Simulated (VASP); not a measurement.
# LiCl (Fm-3m) in VASP: a series of runs

Runs on LiCl. Level: PBEsol. Tasks: elastic constants.

Program: VASP 6.6.1. These are calculated values, not measurements. Logs are shortened: lines on timing, memory, paths and dates and some standing lists are left out, and cuts for length are marked.

### 1 The cell of the first run

The structure is cubic, space group Fm-3m (No. 225). Conventional cell: a = 4.661 Å, b = 4.661 Å, c = 4.661 Å, α = 90.00°, β = 90.00°, γ = 90.00°. Li (site symmetry m-3m) has 6 Cl at 2.33 Å within 3.1 Å. Within 3.1 Å of Cl (site symmetry m-3m) lie 6 Li at 2.33 Å.

### 2 Elastic constants, PBEsol

INCAR reads:

```
SYSTEM = LiCl
PREC = Accurate ; ENCUT = 600
EDIFF = 1E-8 ; ISMEAR = 0
SIGMA = 0.01 ; LREAL = .FALSE.
LASPH = .TRUE. ; NELM = 80
ALGO = Normal ; ISIF = 3
LWAVE = .FALSE. ; LCHARG = .FALSE.
GGA = PS ; NBANDS = 12
IBRION = 6 ; NFREE = 2
POTIM = 0.015 ; NSW = 1
```

KPOINTS reads:

```
Automatic mesh
0
G
  8 8 8
  0 0 0
```

POSCAR reads:

```
LiCl
1.0
    0.0000000000      2.3302826122      2.3302826122
    2.3302826122      0.0000000000      2.3302826122
    2.3302826122      2.3302826122      0.0000000000
Li Cl
1 1
Direct
    0.0000000000      0.0000000000      0.0000000000
    0.5000000000      0.5000000000      0.5000000000
```

Potentials or basis: VASP PAW PBE potentials, release 64 (Li_sv, Cl).

On the command line:

```console
cat potpaw_PBE.64/Li_sv/POTCAR potpaw_PBE.64/Cl/POTCAR > POTCAR
mpirun -np 1 vasp_std > vasp.out
```

OUTCAR:

```text
SYSTEM = LiCl
   PREC = Accurate
   ENCUT = 600
   EDIFF = 1E-8
   ISMEAR = 0
   LREAL = .FALSE.
   LASPH = .TRUE.
   NELM = 80
   ISIF = 3
   GGA = PS
   IBRION = 6
   NFREE = 2
   POTIM = 0.015
   NSW = 1

 ion  position               nearest neighbor table
   1  0.000  0.000  0.000-   2 2.33   2 2.33   2 2.33   2 2.33   2 2.33   2 2.33
   2  0.500  0.500  0.500-   1 2.33   1 2.33   1 2.33   1 2.33   1 2.33   1 2.33

  LATTYP: Found a face centered cubic cell.
 ALAT       =     4.6605652244

  Lattice vectors:

 A1 = (   0.0000000000,   2.3302826122,   2.3302826122)
 A2 = (   2.3302826122,   0.0000000000,   2.3302826122)
 A3 = (   2.3302826122,   2.3302826122,   0.0000000000)

Analysis of symmetry for initial positions (statically):
=====================================================================
 Subroutine PRICEL returns:
 Original cell was already a primitive cell.

 Routine SETGRP: Setting up the symmetry group for a
 face centered cubic supercell.

 Subroutine GETGRP returns: Found 48 space group operations
 (whereof 48 operations were pure point group operations)
 out of a pool of 48 trial point group operations.

The static configuration has the point symmetry O_h .

Analysis of symmetry for dynamics (positions and initial velocities):
=====================================================================
 Subroutine PRICEL returns:
 Original cell was already a primitive cell.

 Routine SETGRP: Setting up the symmetry group for a
 face centered cubic supercell.

 Subroutine GETGRP returns: Found 48 space group operations
 (whereof 48 operations were pure point group operations)
 out of a pool of 48 trial point group operations.

The dynamic configuration has the point symmetry O_h .

 Subroutine INISYM returns: Found 48 space group operations
[... 695 lines left out ...]
      1     -39.4320      2.00000
      2     -10.2496      2.00000
      3      -0.8092      2.00000
      4       0.9739      2.00000
      5       2.1654      2.00000
      6      11.6952      0.00000
      7      12.6704      0.00000
      8      14.1840      0.00000
      9      16.5882      0.00000
     10      19.9044      0.00000
     11      21.4227      0.00000
     12      23.2728      0.00000

 [... further k-points ...]

------------------------ aborting loop because EDIFF is reached ----------------------------------------

  FORCE on cell =-STRESS in cart. coord.  units (eV):
  Direction    XX          YY          ZZ          XY          YZ          ZX
  --------------------------------------------------------------------------------------
  -------------------------------------------------------------------------------------
  Total        2.3747486      2.3695496      2.3695496      0.0000000     -0.0000000      0.0000000
  in kB      150.3392695    150.0101362    150.0101362      0.0000000     -0.0000000      0.0000000
  external PRESSURE =     150.1198473 kB  Pullay stress =       0.0000000 kB
[... 17 lines left out ...]
  FREE ENERGIE OF THE ION-ELECTRON SYSTEM (eV)
  ---------------------------------------------------
  free  energy   TOTEN  =        -7.3670726458 eV

  energy  without entropy=       -7.3670726458  energy(sigma->0) =       -7.36707265

 INTERNAL STRAIN TENSORS FROM STRAINED CELLS
 ============================================

 INTERNAL STRAIN TENSOR FOR ION    1 for displacements in x,y,z  (eV/Angst):
          X           Y           Z          XY          YZ          ZX
  --------------------------------------------------------------------------------
  x    -0.00000     0.00000     0.00000    -0.00000    -0.00000     0.00000
  y     0.00000     0.00000    -0.00000     0.00000     0.00000     0.00000
  z    -0.00000    -0.00000     0.00000    -0.00000    -0.00000     0.00000

 INTERNAL STRAIN TENSORS FROM DISPLACED ATOMS
 ============================================

 INTERNAL STRAIN TENSOR FOR ION    1 for displacements in x,y,z  (eV/Angst):
          X           Y           Z          XY          YZ          ZX
  --------------------------------------------------------------------------------
  x     0.00000     0.00000     0.00000     0.00000     0.00000     0.00000
  y     0.00000     0.00000     0.00000     0.00000     0.00000     0.00000
  z     0.00000     0.00000     0.00000     0.00000     0.00000     0.00000

 INTERNAL STRAIN TENSOR FOR ION    2 for displacements in x,y,z  (eV/Angst):
          X           Y           Z          XY          YZ          ZX
  --------------------------------------------------------------------------------
  x     0.00000     0.00000     0.00000     0.00000     0.00000     0.00000
  y     0.00000     0.00000     0.00000     0.00000     0.00000     0.00000
  z     0.00000     0.00000     0.00000     0.00000     0.00000     0.00000

 Eigenvectors and eigenvalues of the dynamical matrix
 ----------------------------------------------------

   1 f  =   11.326872 THz    71.168838 2PiTHz  377.823795 cm-1    46.844159 meV
             X         Y         Z           dx          dy          dz
      0.000000  0.000000  0.000000     0.000000    0.913502    0.000000
      2.330283  2.330283  2.330283     0.000000   -0.406834    0.000000
[... 21 lines left out ...]
   6 f/i=    0.006541 THz     0.041097 2PiTHz    0.218175 cm-1     0.027050 meV
             X         Y         Z           dx          dy          dz
      0.000000  0.000000  0.000000    -0.379714   -0.144609    0.020470
      2.330283  2.330283  2.330283    -0.852608   -0.324704    0.045963

--------------------------------------------------------------------------------------------------------

 ELASTIC MODULI CONTR FROM IONIC RELAXATION (kBar)
 Direction    XX          YY          ZZ          XY          YZ          ZX
 --------------------------------------------------------------------------------
 XX           0.0000      0.0000      0.0000      0.0000      0.0000      0.0000
 YY           0.0000      0.0000      0.0000      0.0000      0.0000      0.0000
 ZZ           0.0000      0.0000      0.0000      0.0000      0.0000      0.0000
 XY           0.0000      0.0000      0.0000      0.0000      0.0000      0.0000
 YZ           0.0000      0.0000      0.0000      0.0000      0.0000      0.0000
 ZX           0.0000      0.0000      0.0000      0.0000      0.0000      0.0000
 --------------------------------------------------------------------------------

 TOTAL ELASTIC MODULI (kBar)
 Direction    XX          YY          ZZ          XY          YZ          ZX
 --------------------------------------------------------------------------------
 XX        1754.5051    294.8409    294.8409      0.0000     -0.0000      0.0000
 YY         294.8409   1754.5051    294.8409     -0.0000     -0.0000      0.0000
 ZZ         294.8409    294.8409   1754.5051      0.0000     -0.0000      0.0000
 XY           0.0000     -0.0000      0.0000    401.1719      0.0000      0.0000
 YZ          -0.0000     -0.0000     -0.0000      0.0000    401.1719      0.0000
 ZX           0.0000      0.0000      0.0000      0.0000      0.0000    401.1719
 --------------------------------------------------------------------------------
```

Wall time 9.8 min (1 thread of Intel Xeon Platinum 8259CL at 2.50GHz (Skylake/Cascade Lake), shared host); peak memory 0.22 GiB.

What came out:

- Elastic constants C11, C12, C44: 175, 29, 40 GPa
- Voigt bulk modulus: 78 GPa
- Highest phonon frequency at Γ, LO-TO splitting left out: 378 cm⁻¹

Phonon frequencies in cm⁻¹ (negative: imaginary):
```csv
q point,frequencies
"(0.000, 0.000, 0.000)",0 0 0 378 378 378
```

Elastic tensor in Voigt notation (GPa, in the Cartesian axes of the cell as first typed):
```
175  29  29   0   0   0
 29 175  29   0   0   0
 29  29 175   0   0   0
  0   0   0  40   0   0
  0   0   0   0  40   0
  0   0   0   0   0  40
```

Clamped-ion elastic tensor (GPa):
```
175  29  29   0   0   0
 29 175  29   0   0   0
 29  29 175   0   0   0
  0   0   0  40   0   0
  0   0   0   0  40   0
  0   0   0   0   0  40
```

Caveat: the cell is under stress, which shifts elastic constants; the cutoff is under 1.25 times the usual one of these potentials, so pressure, stress and relaxed cells hold a basis-set (Pulay) error; the PAW data sets were made with another functional, which shifts forces and pressure a little.

### 3 Elastic constants, PBEsol

This run uses another cell than the first one, of 13.44 Å³/atom.

INCAR reads:

```
SYSTEM = LiCl
ALGO = Normal ; EDIFF = 1E-8
ENCUT = 600 ; GGA = PS
IBRION = 6 ; ISIF = 3
ISMEAR = 0 ; LASPH = .TRUE.
LCHARG = .FALSE. ; LREAL = .FALSE.
LWAVE = .FALSE. ; NELM = 60
NFREE = 2 ; NSW = 1
POTIM = 0.015 ; PREC = Accurate
SIGMA = 0.01
```

KPOINTS reads:

```
k-points
0
G
  8 8 8
  0 0 0
```

POSCAR reads:

```
LiCl
1.0
    0.0000000000      2.3778393701      2.3778393701
    2.3778393701      0.0000000000      2.3778393701
    2.3778393701      2.3778393701      0.0000000000
Li Cl
1 1
Direct
    0.0000000000      0.0000000000      0.0000000000
    0.5000000000      0.5000000000      0.5000000000
```

Potentials or basis: VASP PAW PBE potentials, release 64 (Li_sv, Cl).

On the command line:

```console
cat potpaw_PBE.64/Li_sv/POTCAR potpaw_PBE.64/Cl/POTCAR > POTCAR
mpirun -np 1 vasp_std > vasp.out
```

OUTCAR:

```text
SYSTEM = LiCl
   EDIFF = 1E-8
   ENCUT = 600
   GGA = PS
   IBRION = 6
   ISIF = 3
   ISMEAR = 0
   LASPH = .TRUE.
   LREAL = .FALSE.
   NELM = 60
   NFREE = 2
   NSW = 1
   POTIM = 0.015
   PREC = Accurate

 ion  position               nearest neighbor table
   1  0.000  0.000  0.000-   2 2.38   2 2.38   2 2.38   2 2.38   2 2.38   2 2.38
   2  0.500  0.500  0.500-   1 2.38   1 2.38   1 2.38   1 2.38   1 2.38   1 2.38

  LATTYP: Found a face centered cubic cell.
 ALAT       =     4.7556787402

  Lattice vectors:

 A1 = (   0.0000000000,   2.3778393701,   2.3778393701)
 A2 = (   2.3778393701,   0.0000000000,   2.3778393701)
 A3 = (   2.3778393701,   2.3778393701,   0.0000000000)

Analysis of symmetry for initial positions (statically):
=====================================================================
 Subroutine PRICEL returns:
 Original cell was already a primitive cell.

 Routine SETGRP: Setting up the symmetry group for a
 face centered cubic supercell.

 Subroutine GETGRP returns: Found 48 space group operations
 (whereof 48 operations were pure point group operations)
 out of a pool of 48 trial point group operations.

The static configuration has the point symmetry O_h .

Analysis of symmetry for dynamics (positions and initial velocities):
=====================================================================
 Subroutine PRICEL returns:
[... 661 lines left out ...]
      4       2.5053      2.00000
      5       2.5053      2.00000
      6      10.1743      0.00000
      7      14.4216      0.00000
      8      14.4216      0.00000
      9      14.4230      0.00000
[... 305 lines left out ...]
  FREE ENERGIE OF THE ION-ELECTRON SYSTEM (eV)
  ---------------------------------------------------
  free  energy   TOTEN  =        -7.4904205675 eV

  energy  without entropy=       -7.4904205675  energy(sigma->0) =       -7.49042057

 INTERNAL STRAIN TENSORS FROM STRAINED CELLS
 ============================================

 INTERNAL STRAIN TENSOR FOR ION    1 for displacements in x,y,z  (eV/Angst):
          X           Y           Z          XY          YZ          ZX
  --------------------------------------------------------------------------------
  x    -0.00000    -0.00000     0.00000     0.00000     0.00000    -0.00000
  y    -0.00000     0.00000     0.00000     0.00000    -0.00000     0.00000
  z     0.00000     0.00000    -0.00000     0.00000    -0.00000     0.00000

 INTERNAL STRAIN TENSORS FROM DISPLACED ATOMS
 ============================================

 INTERNAL STRAIN TENSOR FOR ION    1 for displacements in x,y,z  (eV/Angst):
          X           Y           Z          XY          YZ          ZX
  --------------------------------------------------------------------------------
  x     0.00000     0.00000     0.00000     0.00000     0.00000     0.00000
  y     0.00000     0.00000     0.00000     0.00000     0.00000     0.00000
  z     0.00000     0.00000     0.00000     0.00000     0.00000     0.00000

 INTERNAL STRAIN TENSOR FOR ION    2 for displacements in x,y,z  (eV/Angst):
          X           Y           Z          XY          YZ          ZX
  --------------------------------------------------------------------------------
  x     0.00000     0.00000     0.00000     0.00000     0.00000     0.00000
  y     0.00000     0.00000     0.00000     0.00000     0.00000     0.00000
  z     0.00000     0.00000     0.00000     0.00000     0.00000     0.00000

 Eigenvectors and eigenvalues of the dynamical matrix
 ----------------------------------------------------

   1 f  =   10.031371 THz    63.028962 2PiTHz  334.610514 cm-1    41.486398 meV
             X         Y         Z           dx          dy          dz
      0.000000  0.000000  0.000000     0.913865   -0.000000    0.000000
      2.377839  2.377839  2.377839    -0.406019    0.000000    0.000000
[... 21 lines left out ...]
   6 f/i=    0.003156 THz     0.019830 2PiTHz    0.105274 cm-1     0.013052 meV
             X         Y         Z           dx          dy          dz
      0.000000  0.000000  0.000000    -0.108158    0.374043    0.115088
      2.377839  2.377839  2.377839    -0.243441    0.841893    0.259040

--------------------------------------------------------------------------------------------------------

 ELASTIC MODULI CONTR FROM IONIC RELAXATION (kBar)
 Direction    XX          YY          ZZ          XY          YZ          ZX
 --------------------------------------------------------------------------------
 XX           0.0000      0.0000      0.0000      0.0000      0.0000      0.0000
 YY           0.0000      0.0000      0.0000      0.0000      0.0000      0.0000
 ZZ           0.0000      0.0000      0.0000      0.0000      0.0000      0.0000
 XY           0.0000      0.0000      0.0000      0.0000      0.0000      0.0000
 YZ           0.0000      0.0000      0.0000      0.0000      0.0000      0.0000
 ZX           0.0000      0.0000      0.0000      0.0000      0.0000      0.0000
 --------------------------------------------------------------------------------

 TOTAL ELASTIC MODULI (kBar)
 Direction    XX          YY          ZZ          XY          YZ          ZX
 --------------------------------------------------------------------------------
 XX        1398.8204    271.0344    271.0344     -0.0000     -0.0000      0.0000
 YY         271.0344   1398.8204    271.0344     -0.0000      0.0000      0.0000
 ZZ         271.0344    271.0344   1398.8204     -0.0000     -0.0000      0.0000
 XY          -0.0000     -0.0000     -0.0000    356.4679     -0.0000     -0.0000
 YZ          -0.0000      0.0000     -0.0000     -0.0000    356.4679     -0.0000
 ZX           0.0000      0.0000      0.0000     -0.0000     -0.0000    356.4679
 --------------------------------------------------------------------------------
```

OSZICAR:

```text
N       E                     dE             d eps       ncg     rms          rms(c)
DAV:   1     0.466778759047E+02    0.46678E+02   -0.48215E+03   522   0.115E+03
DAV:   2    -0.585450650550E+01   -0.52532E+02   -0.51431E+02   767   0.177E+02
DAV:   3    -0.750805759126E+01   -0.16536E+01   -0.16521E+01   641   0.369E+01
[... 200 lines left out ...]
DAV:   5    -0.749042114077E+01   -0.81085E-06   -0.30774E-05  1157   0.468E-02    0.102E-02
DAV:   6    -0.749042057028E+01    0.57049E-06   -0.40703E-06  1259   0.180E-02    0.177E-03
DAV:   7    -0.749042058495E+01   -0.14671E-07   -0.83407E-07  1322   0.661E-03    0.115E-03
DAV:   8    -0.749042056662E+01    0.18331E-07   -0.19377E-07  1156   0.330E-03    0.712E-04
DAV:   9    -0.749042056749E+01   -0.86868E-09   -0.11165E-08   731   0.995E-04
  17 F= -.74904206E+01 E0= -.74904206E+01  d E =-.487434-103
```

Wall time 6.3 min (1 thread of Intel Xeon Platinum 8259CL at 2.50GHz (Skylake/Cascade Lake), shared host); peak memory 0.22 GiB.

What came out:

- Elastic constants C11, C12, C44: 140, 27, 36 GPa
- Voigt bulk modulus: 65 GPa
- Highest phonon frequency at Γ, LO-TO splitting left out: 335 cm⁻¹

Phonon frequencies in cm⁻¹ (negative: imaginary):
```csv
q point,frequencies
"(0.000, 0.000, 0.000)",0 0 0 335 335 335
```

Elastic tensor in Voigt notation (GPa, in the Cartesian axes of the cell as first typed):
```
140  27  27   0   0   0
 27 140  27   0   0   0
 27  27 140   0   0   0
  0   0   0  36   0   0
  0   0   0   0  36   0
  0   0   0   0   0  36
```

Clamped-ion elastic tensor (GPa):
```
140  27  27   0   0   0
 27 140  27   0   0   0
 27  27 140   0   0   0
  0   0   0  36   0   0
  0   0   0   0  36   0
  0   0   0   0   0  36
```

Caveat: the cell is under stress, which shifts elastic constants; the cutoff is under 1.25 times the usual one of these potentials, so pressure, stress and relaxed cells hold a basis-set (Pulay) error; the PAW data sets were made with another functional, which shifts forces and pressure a little.

(Part 1 of 2 ends here.)
